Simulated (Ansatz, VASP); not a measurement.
## Two plane-wave programs on Sn3C2

```
Sn C
1.0
     6.64418    0.00000    0.00000
    -3.32209    5.75403    0.00000
     0.00000    0.00000    2.71906
Sn C
3 2
Cartesian
  3.3221 0.0000 0.0000
  -1.6610 2.8770 0.0000
  1.6610 2.8770 0.0000
  0.0000 0.0000 0.7025
  0.0000 0.0000 2.0166
```

Alike in both runs: functional PBE; k mesh 6 × 6 × 4; occupations gaussian, width 0.1 eV; no spin polarisation.

Ansatz relaxed the structure, and its values are those at the end. VASP's run is a single point on that final structure, the one shown.

|  | VASP | Ansatz |
| --- | --- | --- |
| version | VASP 6.6.1 | Ansatz 0.2.0 |
| potentials or method | VASP PAW PBE potentials, release 64 (Sn_d, C), cutoff 520 eV | scalar-relativistic, plane waves, PAW |
| valence electrons in the cell | 50 | 50 |

|  | VASP | Ansatz | Ansatz less VASP |
| --- | --- | --- | --- |
| gap on the k mesh at the Fermi level (eV) | none | none | - |
| pressure (GPa) | 0.0 | 0.1 | +0.07 |
| rms of the force components (eV/Å) | 0.013 | 0.005 | -0.0083 |

A gap of «none» marks a metal or a gap that the smearing closes. The functional is the same, so the differences come from potentials, cutoffs and numerics.

The k mesh is coarse, so the values compare programs but aren't converged.
